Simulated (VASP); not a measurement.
Wanted: the native input for a VASP 6.6.1 run.

- Task: single point
- Functional: revPBE
- Potentials or basis: VASP PAW PBE potentials, release 64 (Mg, O)
- Cutoff: 520 eV
- k mesh: 11 × 11 × 11
- Occupations: fermi-dirac, width 0.05 eV
- Spin: no spin polarisation
- Dipole correction: no
- Further INCAR settings: ALGO = Normal; EDIFF = 1e-07; NBANDS = 11

The structure of MgO lies in POSCAR:

```
MgO
1.0
    0.0000000000      2.0970013927      2.0970013927
    2.0970013927      0.0000000000      2.0970013927
    2.0970013927      2.0970013927      0.0000000000
Mg O
1 1
Direct
    0.0000000000      0.0000000000      0.0000000000
    0.5000000000      0.5000000000      0.5000000000
```

These files were run (other wordings do the same):

INCAR

```
ALGO = Normal
EDIFF = 1E-7
ENCUT = 520
GGA = RE
ISIF = 2
ISMEAR = -1
LASPH = True
LCHARG = False
LREAL = False
LWAVE = False
NBANDS = 11
NELM = 80
PREC = Accurate
SIGMA = 0.05
```

KPOINTS

```
k-points
0
Gamma
  11 11 11
```

Potentials or basis: VASP PAW PBE potentials, release 64 (Mg, O).

Command:

```sh
$ cat potpaw_PBE.64/Mg/POTCAR potpaw_PBE.64/O/POTCAR > POTCAR
$ mpirun -np 1 vasp_std > vasp.out
```

It gave:

```yaml
Pressure: 9.9 GPa
Band_gap_on_the_k_mesh: 4.93 eV, direct
```

Caveat: the PAW data sets were made with another functional, which shifts forces and pressure a little.

Run time: 6.4 s on 1 thread of Intel(R) Xeon(R) Platinum 8488C (Sapphire Rapids), with other jobs on the host, peak memory 0.14 GiB.
